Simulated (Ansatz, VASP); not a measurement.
Two plane-wave programs on CdSe

```
Cd Se
1.0
    -0.11146    3.04131    3.04131
     3.04131   -0.11146    3.04131
     2.92985    2.92985    0.00000
Cd Se
1 1
Cartesian
  0.0000 0.0000 0.0000
  4.3948 4.3948 4.5620
```

Change from the starting cell: engineering shear strain xz -0.0733, normal strain along z +0.0000.

Alike in both runs: task single point; functional PBEsol; k mesh 10 × 10 × 10; occupations gaussian, width 0.05 eV; no spin polarisation.

```csv
,VASP,Ansatz
version,VASP 6.6.1,Ansatz 0.2.0
potentials or method,"VASP PAW PBE potentials, release 64 (Cd, Se), cutoff 520 eV","scalar-relativistic, plane waves, PAW"
valence electrons in the cell,18,36
```

```tsv
	VASP	Ansatz	Ansatz less VASP
gap on the k mesh at the Fermi level (eV)	0.39	0.39	0.000
least direct gap on the mesh (eV)	0.39	0.39	0.000
pressure (GPa)	0.8	0.4	-0.35
traceless stress, the component that is largest in VASP (GPa)	3.41	3.33	-0.085
rms of the force components (eV/Å)	0.277	0.264	-0.0122
```

VASP's potentials were made for PBE, not for PBEsol. Atom by atom the forces differ by 0.012 eV/Å (rms over components). With one functional, cell and mesh, what is left measures potentials, basis and numerics. VASP's potentials hold 18 valence electrons a cell and Ansatz's 36, so a difference there can come from the potentials and not from the codes.
